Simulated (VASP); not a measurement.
Ga4AsP3, 8 atoms in the cell. Symmetry: P-4m2, No. 115, tetragonal system. Conventional cell: a = 3.949 Å, b = 3.949 Å, c = 11.045 Å, α = 90.00°, β = 90.00°, γ = 90.00°. Within 3.2 Å of Ga (site symmetry 2mm) lie 2 P at 2.39 Å and 2 As at 2.45 Å. Within 3.2 Å of Ga (site symmetry 2mm) lie 4 P at 2.40 Å. P (site symmetry -4m2) has 4 Ga at 2.40 Å within 3.2 Å. Within 3.2 Å of P (site symmetry 2mm) lie 4 Ga at 2.39 to 2.40 Å. As (site symmetry -4m2) has 4 Ga at 2.45 Å within 3.2 Å. 

| Quantity | Value |
| --- | --- |
| Program | VASP 6.6.1 |
| Task | single point |
| Functional | PBE |
| Potentials or basis | VASP PAW PBE potentials, release 64 (Ga_d, P, As) |
| Cutoff | 520 eV |
| k mesh | 4 × 4 × 2 |
| Occupations | gaussian, width 0.1 eV |
| Spin | no spin polarisation |
| Dipole correction | no |
| Further INCAR settings | ALGO = Normal; EDIFF = 1e-07; NBANDS = 46 |

Potentials or basis: VASP PAW PBE potentials, release 64 (Ga_d, P, As).

Launch:

```console
$ cat potpaw_PBE.64/Ga_d/POTCAR potpaw_PBE.64/P/POTCAR potpaw_PBE.64/As/POTCAR > POTCAR
$ mpirun -np 1 vasp_std > vasp.out
```

Hardware: 1 thread of Intel Xeon 8259CL, on a shared host.

Estimate the wall time of this run.

It took 3.5 min on 1 thread of Intel Xeon 8259CL, with other jobs on the host, peak memory 0.3 GiB. Counts: scf iterations 16, k points 12.
